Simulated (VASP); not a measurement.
Runs of VASP 6.6.1 on TiB2N3. The structure is that of space group P4/mmm (No. 123), or close to it. The cells are those of the table. 

```tsv
task	potentials or basis	spin	cell	k mesh	cutoff (eV)	second run	gap on the mesh (eV)	pressure (GPa)	moment (μB)	relaxed volume (Å³/atom)	largest force (eV/Å)
single point	VASP PAW PBE potentials, release 64 (Ti_sv, B, N)	collinear, ferromagnetic start	a = 2.800, b = 2.800, c = 6.670 Å, 6 atoms	6 × 6 × 2	520	-	none	0.5	0.00	-	0.21
single point	VASP PAW PBE potentials, release 64 (Ti_sv, B, N)	off	a = 2.808, b = 2.808, c = 6.628 Å, 6 atoms	6 × 6 × 4	520	-	none	0.5	-	-	0.21
relaxation of cell and atoms	VASP PAW PBE potentials, release 64 (Ti_sv, B, N)	collinear, ferromagnetic start	relaxed from a = 2.750, b = 2.750, c = 9.194 Å, 6 atoms	6 × 6 × 2	600	-	none	0.2	0.00	8.70	0.03
single point	VASP PAW PBE potentials, release 64 (Ti_sv, B, N)	off	a = 2.799, b = 2.799, c = 6.641 Å, 6 atoms	14 × 14 × 6	520	-	none	0.4	-	-	0.19
relaxation of cell and atoms	VASP PAW PBE potentials, release 64 (Ti_sv, B, N)	off	relaxed from a = 2.808, b = 2.808, c = 6.628 Å, 6 atoms	14 × 14 × 6	600	-	none	0.0	-	8.66	-
relaxation of cell and atoms	VASP PAW PBE potentials, release 64 (Ti_sv, B, N)	off	relaxed from a = 2.800, b = 2.800, c = 6.670 Å, 6 atoms	6 × 6 × 4	600	-	none	-0.2	-	8.69	0.02
single point	VASP PAW PBE potentials, release 64 (Ti_sv, B_h, N_h)	off	a = 2.808, b = 2.808, c = 6.628 Å, 6 atoms	6 × 6 × 4	910	hard_potentials	none	(a)	-	-	0.07
single point	VASP PAW PBE potentials, release 64 (Ti_sv, B, N)	collinear, ferromagnetic start	a = 2.750, b = 2.750, c = 9.194 Å, 6 atoms	6 × 6 × 2	520	-	none	-37.1	(b)	-	0.73
```

Alike in all rows: level PBE; smearing gaussian 0.1 eV.

**Question.** Estimate the missing entries.

**Answer.** (a) 0.1; (b) 0.14.

Caveats: some runs use coarse meshes; the volume moved by over 15 % at a fixed basis, so the end points are rough (some runs); the cutoff is under 1.25 times the usual one of these potentials, so pressure, stress and relaxed cells hold a basis-set (Pulay) error (some runs).

A gap of «none» marks levels without a gap at the run's occupations.
